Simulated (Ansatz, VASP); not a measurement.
## Hf: VASP beside Ansatz

File INCAR:

```
SYSTEM = Hf
PREC     = Accurate       ! precision mode
ENCUT    = 520            ! plane-wave cutoff, eV
EDIFF    = 1E-7           ! SCF threshold, eV
ISMEAR   = 0              ! smearing method
SIGMA    = 0.1            ! smearing width, eV
LREAL    = .False.        ! projectors in reciprocal space
LASPH    = .True.         ! aspherical terms in the spheres
NELM     = 80             ! most SCF steps
ALGO     = Fast           ! electronic algorithm
ISIF     = 2              ! what is computed and relaxed
LWAVE    = .False.        ! write WAVECAR
LCHARG   = .False.        ! write CHGCAR
GGA      = PS             ! functional
NBANDS   = 11             ! bands
```

The input KPOINTS:

```
regular mesh
0
Gamma
  16 16 16
  0 0 0
```

File POSCAR:

```
Hf
1.0
   -1.6913134281      1.6913134281      1.6913134281
    1.6913134281     -1.6913134281      1.6913134281
    1.6913134281      1.6913134281     -1.6913134281
Hf
1
Direct
    0.0000000000      0.0000000000      0.0000000000
```

Input for Ansatz:

```yaml
crystal:
  lattice:
    - [-1.6913134281, 1.6913134281, 1.6913134281]
    - [1.6913134281, -1.6913134281, 1.6913134281]
    - [1.6913134281, 1.6913134281, -1.6913134281]
  atoms:
    - { symbol: Hf, position: [0.0, 0.0, 0.0] }
basis:
  ecutwfc: 420
kpoints:
  mp_grid: { grid: [16, 16, 16] }
hamiltonian:
  xc: pbesol
scf:
  occupations: { method: gaussian, width: 0.1 }
output:
  forces: true
  stress: true
  eigenvalues: true
```

Alike in both runs: task single point; functional PBEsol; k mesh 16 × 16 × 16; occupations gaussian, width 0.1 eV; no spin polarisation.

|  | VASP | Ansatz |
| --- | --- | --- |
| version | VASP 6.6.1 | Ansatz 0.2.0 |
| potentials or method | VASP PAW PBE potentials, release 64 (Hf_pv), cutoff 520 eV | scalar-relativistic, plane waves, PAW |
| valence electrons in the cell | 10 | 26 |

Ansatz gave:

| Item | Value |
| --- | --- |
| gap on the k mesh at the Fermi level (eV) | none |
| pressure (GPa) | 11.7 |

Problem. What did VASP give for the same quantities?

Solution. gap on the k mesh at the Fermi level (eV): none; pressure (GPa): 11.5.

VASP's potentials were made for PBE, not for PBEsol. A gap of «none» marks a metal or a gap that the smearing closes. VASP's potentials hold 10 valence electrons a cell and Ansatz's 26, so a difference there can come from the potentials and not from the codes.

Neither program's run includes spin-orbit coupling.
